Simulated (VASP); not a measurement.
## KZnF3: single point with PBE

KZnF3:

```
K Zn F
1.0
     4.11253    0.00000    0.00000
     0.00000    4.11253    0.00000
     0.00000    0.00000    4.11253
K Zn F
1 1 3
Direct
  0.00000 0.00000 0.00000
  0.50000 0.50000 0.50000
  0.50000 0.50000 0.00000
  0.00000 0.50000 0.50000
  0.50000 0.00000 0.50000
```

This cell differs from its parent crystal: strain +1.6%.

- Program: VASP 6.6.1
- Task: single point
- Functional: PBE
- Potentials or basis: VASP PAW PBE potentials, release 64 (K_sv, Zn, F)
- Cutoff: 520 eV
- k mesh: 6 × 6 × 6
- Occupations: fermi-dirac, width 0.02 eV
- Spin: no spin polarisation
- Dipole correction: no
- Further INCAR settings: ALGO = Normal; EDIFF = 1e-06; NBANDS = 29

```yaml
Pressure: 1.1 GPa
Band_gap_on_the_k_mesh: 3.68 eV, indirect (least direct gap 5.27 eV)
```

Levels at points of the mesh, in eV from the valence-band top:
| k point | band 19 | band 20 | band 21 | band 22 | band 23 | band 24 |
| --- | --- | --- | --- | --- | --- | --- |
| (0.00, 0.00, 0.00) | -1.60 | -1.60 | -1.60 | 3.68 | 8.88 | 8.88 |
| (0.50, 0.00, 0.00) | -1.55 | -1.51 | -1.51 | 6.34 | 8.26 | 9.78 |
| (0.50, 0.50, 0.00) | -1.60 | -1.26 | 0.00 | 7.84 | 10.00 | 10.00 |
| (0.50, 0.50, 0.50) | -1.24 | 0.00 | 0.00 | 8.48 | 8.48 | 8.48 |

It took 15 s on 1 thread of Intel(R) Xeon(R) 6975P-C (Granite Rapids), on a shared host, peak memory 0.19 GiB.

Caveat: the cell differs from its parent crystal (strain +1.6%). A k mesh can miss the band edges.
